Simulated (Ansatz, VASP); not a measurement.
# TaH4: VASP beside Ansatz

```
Ta H
1.0
     2.40780   -1.44926   -0.03884
     2.40780    1.44926   -0.03884
    -1.42361    0.00000    8.56802
Ta H
1 4
Direct
  0.50000 0.50000 0.00000
  0.96192 0.96192 0.53387
  0.79258 0.79258 0.86056
  0.20742 0.20742 0.13944
  0.03808 0.03808 0.46613
```

Alike in both runs: functional PBE; k mesh 5 × 5 × 2; occupations gaussian, width 0.15 eV; no spin polarisation.

Ansatz relaxed the structure, and its values are those at the end. VASP's run is a single point on that final structure, the one shown.

|  | VASP | Ansatz |
| --- | --- | --- |
| version | VASP 6.6.1 | Ansatz 0.2.0 |
| potentials or method | VASP PAW PBE potentials, release 64 (Ta_pv, H), cutoff 520 eV | scalar-relativistic, plane waves, PAW |
| valence electrons in the cell | 15 | 17 |

```tsv
	VASP	Ansatz	Ansatz less VASP
gap on the k mesh at the Fermi level (eV)	none	none	-
pressure (GPa)	0.2	0.3	+0.07
rms of the force components (eV/Å)	0.019	0.024	+0.0050
```

A gap of «none» marks a metal or a gap that the smearing closes. With one functional, cell and mesh, what is left measures potentials, basis and numerics. VASP's potentials hold 15 valence electrons a cell and Ansatz's 17, so a difference there can come from the potentials and not from the codes.

The k mesh is coarse, so the values compare programs but aren't converged. Spin-orbit coupling is off throughout.
